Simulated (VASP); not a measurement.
Runs of VASP 6.6.1 on LaZn. The structure is that of space group Pm-3m (No. 221), or close to it. The cells are those of the table. 

```tsv
cell	gap on the mesh (eV)	pressure (GPa)
a = 3.762 Å, 2 atoms	none	-4.4
a = 3.737 Å, 2 atoms	none	-3.6
a = 3.699 Å, 2 atoms	none	(b)
a = 3.799 Å, 2 atoms	none	-5.5
a = 3.750 Å, 2 atoms	none	(a)
a = 3.725 Å, 2 atoms	none	-3.1
a = 3.775 Å, 2 atoms	none	-4.8
```

Alike in all rows: task electric field gradients; level LDA; potentials or basis VASP PAW LDA potentials, release 64 (La, Zn); no spin polarisation; k mesh 9 × 9 × 9; cutoff (eV) 520; smearing fermi-dirac 0.05 eV.

Estimate the missing entries.

(a) -4.0; (b) -2.2.

Caveats: spin-orbit coupling is left out, which moves the levels of the heavy elements; the cell stands under tension (at least some runs).

A k mesh can miss the band edges, and the runs leave out spin-orbit coupling on La.

A gap of «none» marks levels without a gap at the run's occupations.
